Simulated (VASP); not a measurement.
WO5H4 (W(O)(OH)4), 10 atoms in the cell. The cell holds a molecule in a box, 10 atoms: a = 14.020 Å, b = 14.020 Å, c = 11.270 Å, α = 90.00°, β = 90.00°, γ = 90.00°. 

```yaml
Program: VASP 6.6.1
Task: single point
Functional: PBE
Potentials_or_basis: VASP PAW PBE potentials, release 64 (W_sv, O, H)
Cutoff: 520 eV
k_mesh: 1 × 1 × 1
Occupations: gaussian, width 0.01 eV
Spin: no spin polarisation
Dipole_correction: no
Further_INCAR_settings: ALGO = Normal; EDIFF = 1e-07; NBANDS = 35
```

Potentials or basis: VASP PAW PBE potentials, release 64 (W_sv, O, H).

Command:

```sh
$ cat potpaw_PBE.64/W_sv/POTCAR potpaw_PBE.64/O/POTCAR potpaw_PBE.64/H/POTCAR > POTCAR
$ mpirun -np 1 vasp_gam > vasp.out
```

Hardware: 1 thread of AMD EPYC 7R43 64-Core Processor (Zen 3), with other jobs on the host.

Estimate the wall time of this run.

It took 6.9 min on 1 thread of AMD EPYC 7R43 64-Core Processor (Zen 3), with other jobs on the host, peak memory 1.6 GiB. Counts: scf iterations 29, k points 1.
